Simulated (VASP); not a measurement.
# Eu (Im-3m) in VASP: notebook

Eu is run at these levels: LDA; tasks: single point.

All numbers are computed with VASP 6.6.1; they aren't measurements. Logs are shortened: lines on timing, memory, paths and dates and some standing lists are left out, and cuts for length are marked.

## Step 1: The cell of the first run

Symmetry: Im-3m, No. 229, cubic system. Conventional cell: a = 4.109 Å, b = 4.109 Å, c = 4.109 Å, α = 90.00°, β = 90.00°, γ = 90.00°. Within 4.7 Å of Eu (site symmetry m-3m) lie 14 Eu at 3.56 to 4.11 Å.

## Step 2: Single point, LDA, collinear spin, ferromagnetic start

INCAR

```
SYSTEM = Eu
  PREC = Accurate
  ENCUT = 520
  EDIFF = 1E-7
  ISMEAR = 1
  SIGMA = 0.3
  LREAL = .False.
  LASPH = .True.
  NELM = 150
  ALGO = Normal
  ISIF = 2
  LWAVE = .False.
  LCHARG = .False.
  ISPIN = 2
  MAGMOM = 6.925
  LORBIT = 11
  LMAXMIX = 6
  GGA = CA
  NBANDS = 18
```

KPOINTS

```
Automatic mesh
0
Gamma
  11 11 11
  0 0 0
```

POSCAR

```
Eu
1.0
   -2.0544259245      2.0544259245      2.0544259245
    2.0544259245     -2.0544259245      2.0544259245
    2.0544259245      2.0544259245     -2.0544259245
Eu
1
Direct
    0.0000000000      0.0000000000      0.0000000000
```

Potentials or basis: VASP PAW PBE potentials, release 64 (Eu).

On the command line:

```
$ cat potpaw_PBE.64/Eu/POTCAR > POTCAR
$ mpirun -np 1 vasp_std > vasp.out
```

OUTCAR:

```text
SYSTEM = Eu
   PREC = Accurate
   ENCUT = 520
   EDIFF = 1E-7
   ISMEAR = 1
   LREAL = .False.
   LASPH = .True.
   NELM = 150
   ISIF = 2
   ISPIN = 2
   LORBIT = 11
   GGA = CA

 ion  position               nearest neighbor table
   1  0.000  0.000  0.000-

  LATTYP: Found a body centered cubic cell.
 ALAT       =     4.1088518490

  Lattice vectors:

 A1 = (  -2.0544259245,   2.0544259245,   2.0544259245)
 A2 = (   2.0544259245,  -2.0544259245,   2.0544259245)
 A3 = (   2.0544259245,   2.0544259245,  -2.0544259245)

Analysis of symmetry for initial positions (statically):
=====================================================================
 Subroutine PRICEL returns:
 Original cell was already a primitive cell.

 Routine SETGRP: Setting up the symmetry group for a
 body centered cubic supercell.

 Subroutine GETGRP returns: Found 48 space group operations
 (whereof 48 operations were pure point group operations)
 out of a pool of 48 trial point group operations.

The static configuration has the point symmetry O_h .

Analysis of symmetry for dynamics (positions and initial velocities):
=====================================================================
 Subroutine PRICEL returns:
 Original cell was already a primitive cell.

 Routine SETGRP: Setting up the symmetry group for a
 body centered cubic supercell.

 Subroutine GETGRP returns: Found 48 space group operations
 (whereof 48 operations were pure point group operations)
 out of a pool of 48 trial point group operations.

The dynamic configuration has the point symmetry O_h .

Analysis of structural, dynamic, and magnetic symmetry:
=====================================================================
 Subroutine PRICEL returns:
 Original cell was already a primitive cell.

 Routine SETGRP: Setting up the symmetry group for a
 body centered cubic supercell.

 Subroutine GETGRP returns: Found 48 space group operations
 (whereof 48 operations were pure point group operations)
 out of a pool of 48 trial point group operations.

The overall configuration has the point symmetry O_h .

 Subroutine INISYM returns: Found 48 space group operations
 (whereof 48 operations are pure point group operations),
 and found     1 'primitive' translations

----------------------------------------------------------------------------------------

                                     Primitive cell

  volume of cell :      34.6842

  direct lattice vectors                    reciprocal lattice vectors
    -2.054425924  2.054425924  2.054425924     0.000000000  0.243376991  0.243376991
     2.054425924 -2.054425924  2.054425924     0.243376991  0.000000000  0.243376991
     2.054425924  2.054425924 -2.054425924     0.243376991  0.243376991  0.000000000

  length of vectors
     3.558370082  3.558370082  3.558370082     0.344187042  0.344187042  0.344187042

  position of ions in fractional coordinates (direct lattice)
     0.000000000  0.000000000  0.000000000

  ion indices of the primitive-cell ions
   primitive index   ion index
                 1           1

----------------------------------------------------------------------------------------

 KPOINTS: Automatic mesh

Automatic generation of k-mesh.
 Grid dimensions read from file:
 generate k-points for:   11   11   11

 Generating k-lattice:

  Cartesian coordinates                     Fractional coordinates (reciprocal lattice)
     0.000000000  0.022125181  0.022125181     0.090909091  0.000000000  0.000000000
     0.022125181  0.000000000  0.022125181     0.000000000  0.090909091  0.000000000
     0.022125181  0.022125181  0.000000000     0.000000000  0.000000000  0.090909091

  Length of vectors
     0.031289731  0.031289731  0.031289731

  Shift w.r.t. Gamma in fractional coordinates (k-lattice)
     0.000000000  0.000000000  0.000000000

 Subroutine IBZKPT returns following result:
 ===========================================

 Found     56 irreducible k-points:

 Following reciprocal coordinates:
            Coordinates               Weight
  0.000000  0.000000  0.000000      1.000000
  0.090909  0.000000  0.000000     12.000000
  0.181818  0.000000  0.000000     12.000000
  0.272727  0.000000  0.000000     12.000000
  0.363636  0.000000  0.000000     12.000000
  0.454545  0.000000  0.000000     12.000000
[... 16 lines left out ...]
  0.272727  0.181818  0.090909     48.000000
  0.363636  0.181818  0.090909     24.000000
 [... further k-points ...]
   k-points           NKPTS =     56   k-points in BZ     NKDIM =     56   number of bands    NBANDS=     18
   number of dos      NEDOS =    301   number of ions     NIONS =      1
   total plane-waves  NPLWV =  21952
   dimension x,y,z NGX =    28 NGY =   28 NGZ =   28
   dimension x,y,z NGXF=    56 NGYF=   56 NGZF=   56
   ions per type =               1
   NGX,Y,Z   is equivalent  to a cutoff of  13.08, 13.08, 13.08 a.u.
   NGXF,Y,Z  is equivalent  to a cutoff of  26.16, 26.16, 26.16 a.u.
 SYSTEM =  Eu
   PREC   = accura    normal or accurate (medium, high low for compatibility)
   ISTART =      0    job   : 0-new  1-cont  2-samecut
   ICHARG =      2    charge: 1-file 2-atom 10-const
   ISPIN  =      2    spin polarized calculation?
   LNONCOLLINEAR =      F non collinear calculations
   LSORBIT =      F    spin-orbit coupling
   LASPH  =      T    aspherical Exc in radial PAW
   ENCUT  =  520.0 eV  38.22 Ry    6.18 a.u.   6.62  6.62  6.62*2*pi/ulx,y,z
   NELM   =    150;   NELMIN=  2; NELMDL= -5     # of ELM steps
   EDIFF  = 0.1E-06   stopping-criterion for ELM
   LREAL  =      F    real-space projection
   EDIFFG = 0.1E-05   stopping-criterion for IOM
   NSW    =      0    number of steps for IOM
   IBRION =     -1    ionic relax: 0-MD 1-quasi-New 2-CG
   NFREE  =      0    steps in history (QN), initial steepest desc. (CG)
   ISIF   =      2    stress and relaxation
   ISYM   =      2    0-nonsym 1-usesym 2-fastsym
   POTIM  = 0.5000    time-step for ionic-motion
   TEBEG  =    0.0;   TEEND  =   0.0 temperature during run
   PSTRESS=    0.0 pullay stress
   NELECT =      17.0000    total number of electrons
   NUPDOWN=      -1.0000    fix difference up-down
   EMIN   =  10.00;   EMAX   =-10.00  energy-range for DOS
   EFERMI =   0.00;   METHOD = LEGACY
   ISMEAR =     1;   SIGMA  =   0.30  broadening in eV -4-tet -1-fermi 0-gaus
   EFERMI_NEDOS =   21; number of points for ismear=-14 and -15
   IALGO  =     38    algorithm
   IMIX   =      4    mixing-type and parameters
     AMIX     =   0.40;   BMIX     =  1.00
     AMIX_MAG =   1.60;   BMIX_MAG =  1.00
  volume/ion in A,a.u.               =      34.68       234.06
  Fermi-wavevector in a.u.,A,eV,Ry     =   1.290765  2.439193 22.668331  1.666075
  Thomas-Fermi vector in A             =   2.422577
   LORBIT       =     11    0 simple, 1 ext, 2 COOP (PROOUT), +10 PAW based schemes
   GGA     = CA    functional components
   LHFCALC =     F    Hartree Fock is set to
   AEXX    =    0.0000 exact exchange contribution
   IVDW    =     0    specifies the selected vdW correction
   LEPSILON=     F    determine dielectric tensor
   LRPA    =     F    only Hartree local field effects (RPA)
 spin polarized calculation
 Methfessel and Paxton  Order N= 1 SIGMA  =   0.30
  energy-cutoff  :      520.00
  volume of cell :       34.68
 maximum number of plane-waves:       959
   NGX = 13   NGY = 13   NGZ = 13

 number of electron      17.0000002 magnetization       7.1794706

 Free energy of the ion-electron system (eV)
  ---------------------------------------------------
  ext. energy  EPLUGINS =         0.00000000
  ---------------------------------------------------
  free energy    TOTEN  =       -11.36891444 eV

  energy without entropy =      -11.44485069  energy(sigma->0) =      -11.39422652

 E-fermi :   2.5316     XC(G=0):  -9.9379

 val. band max:        2.5200401480   @ k =  -0.3636  -0.4545   0.0909
 cond. band min:       2.5449082112   @ k =  -0.3636   0.4545   0.2727
 fundamental gap:      0.0248680632
 Fermi energy:         2.5315603185

 spin component 1

 k-point     1 :       0.0000    0.0000    0.0000
  band No.  band energies     occupation
      1     -38.6276      1.00000
      2     -17.1303      1.00000
      3     -17.1303      1.00000
      4     -17.1303      1.00000
      5      -1.9391      1.00000
      6       2.0495      1.02276
[... 10 lines left out ...]
     17       6.6495     -0.00000
     18      13.1503      0.00000

 k-point     2 :       0.0909    0.0000    0.0000
  band No.  band energies     occupation
      1     -38.6210      1.00000
      2     -17.2024      1.00000
      3     -17.1520      1.00000
      4     -17.1309      1.00000
      5      -1.6997      1.00000
      6       2.0434      1.02181
[... 10 lines left out ...]
     17       6.6632     -0.00000
     18      13.3742      0.00000
[... 442 lines left out ...]
 k-point    24 :       0.3636    0.1818    0.0909
  band No.  band energies     occupation
      1     -38.5394      1.00000
      2     -17.8174      1.00000
      3     -17.5082      1.00000
      4     -17.2684      1.00000
      5       1.5988      1.00005
      6       2.0778      1.02709
[... 10 lines left out ...]
     17       9.5787      0.00000
     18      10.7850      0.00000

 [... further k-points ...]

 spin component 2

 k-point     1 :       0.0000    0.0000    0.0000
  band No.  band energies     occupation
      1     -35.8249      1.00000
      2     -14.9409      1.00000
      3     -14.9409      1.00000
      4     -14.9409      1.00000
      5      -1.2299      1.00000
      6       5.4677     -0.00000
[... 10 lines left out ...]
     17       7.6894     -0.00000
     18      14.1497      0.00000

 k-point     2 :       0.0909    0.0000    0.0000
  band No.  band energies     occupation
      1     -35.8167      1.00000
      2     -15.0297      1.00000
      3     -14.9667      1.00000
      4     -14.9418      1.00000
      5      -0.9768      1.00000
      6       5.1970     -0.00000
[... 10 lines left out ...]
     17       7.7710     -0.00000
     18      14.3683      0.00000
[... 442 lines left out ...]
 k-point    24 :       0.3636    0.1818    0.0909
  band No.  band energies     occupation
      1     -35.7154      1.00000
      2     -15.7720      1.00000
      3     -15.3977      1.00000
      4     -15.1110      1.00000
      5       2.4716      0.66539
      6       3.5067     -0.00002
[... 10 lines left out ...]
     17      10.8322      0.00000
     18      12.1043      0.00000

 [... further k-points ...]
[... 5 lines left out ...]
  --------------------------------------------------------------------------------------
  -------------------------------------------------------------------------------------
  Total       -0.1162406     -0.1162406     -0.1162406     -0.0000000      0.0000000      0.0000000
  in kB       -5.3695390     -5.3695390     -5.3695390     -0.0000000      0.0000000      0.0000000
  external PRESSURE =      -5.3695390 kB  Pullay stress =       0.0000000 kB

 VOLUME and BASIS-vectors are now :
 -----------------------------------------------------------------------------
  energy-cutoff  :      520.00
  volume of cell :       34.68
      direct lattice vectors                 reciprocal lattice vectors
    -2.054425924  2.054425924  2.054425924     0.000000000  0.243376991  0.243376991
     2.054425924 -2.054425924  2.054425924     0.243376991  0.000000000  0.243376991
     2.054425924  2.054425924 -2.054425924     0.243376991  0.243376991  0.000000000

 POSITION                                       TOTAL-FORCE (eV/Angst)
 -----------------------------------------------------------------------------------
      0.00000      0.00000      0.00000         0.000000     -0.000000     -0.000000
 -----------------------------------------------------------------------------------
    total drift:                               -0.000000     -0.000000     -0.000000

  FREE ENERGIE OF THE ION-ELECTRON SYSTEM (eV)
  ---------------------------------------------------
  free  energy   TOTEN  =       -11.3689144377 eV

  energy  without entropy=      -11.4448506938  energy(sigma->0) =      -11.39422652

 total charge

# of ion       s       p       d       f       tot
--------------------------------------------------
    1        2.093   5.640   0.396   6.597  14.727

 magnetization (x)

# of ion       s       p       d       f       tot
--------------------------------------------------
    1        0.002  -0.068   0.135   6.591   6.660
```

Run time: 68 s. Hardware: 1 thread of Intel Xeon Platinum 8488C (Sapphire Rapids), shared host; peak memory 0.19 GiB.

Results:

```
Free energy                                           : -11.3689 eV
Pressure                                              : -0.5 GPa
Net moment                                            : 7.18 μB per cell
Site moments                                          : Eu +6.66 μB
Valence electrons inside the program's atomic spheres : Eu 14.73
```

Caveat: the PAW data sets were made with another functional, which shifts forces and pressure a little; spin-orbit coupling is left out, which moves the levels of the heavy elements.

## Step 3: Single point, LDA, collinear spin, ferromagnetic start

INCAR

```
SYSTEM = Eu
  PREC = Accurate
  ENCUT = 520
  EDIFF = 1E-6
  ISMEAR = 1
  SIGMA = 0.6
  LREAL = .FALSE.
  LASPH = .TRUE.
  NELM = 150
  ALGO = Normal
  ISIF = 2
  LWAVE = .FALSE.
  LCHARG = .FALSE.
  ISPIN = 2
  MAGMOM = 6.925
  LORBIT = 11
  LMAXMIX = 6
  GGA = CA
  NBANDS = 18
```

KPOINTS

```
regular mesh
0
G
  11 11 11
  0 0 0
```

POSCAR is that of step 2.

Potentials or basis: VASP PAW PBE potentials, release 64 (Eu).

On the command line:

```
$ cat potpaw_PBE.64/Eu/POTCAR > POTCAR
$ mpirun -np 1 vasp_std > vasp.out
```

It took 56 s on 1 thread of Intel Xeon Platinum 8488C (Sapphire Rapids), shared host; peak memory 0.2 GiB.

Results (log left out):

* Free energy: -11.3012 eV
* Pressure: -0.6 GPa
* Net moment: 7.18 μB per cell
* Site moments: Eu +6.65 μB
* Valence electrons inside the program's atomic spheres: Eu 14.71

Levels at points of the mesh, in eV from the Fermi level:
Spin up:
```tsv
k point	band 10	band 11	band 12	band 13	band 14	band 15
(0.00, 0.00, 0.00)	-0.40	-0.40	-0.34	1.88	1.88	1.88
```
Spin down:
| k point | band 1 | band 2 | band 3 | band 4 | band 5 | band 6 | band 7 | band 8 | band 9 | band 10 |
| --- | --- | --- | --- | --- | --- | --- | --- | --- | --- | --- |
| (0.00, 0.00, 0.00) | -38.48 | -17.58 | -17.58 | -17.58 | -3.80 | 2.88 | 2.88 | 2.88 | 3.43 | 3.43 |

Caveat: the PAW data sets were made with another functional, which shifts forces and pressure a little; spin-orbit coupling is left out, which moves the levels of the heavy elements. The state reached can hang on the start; a lower one may exist.

(Continued in part 2 of 2.)
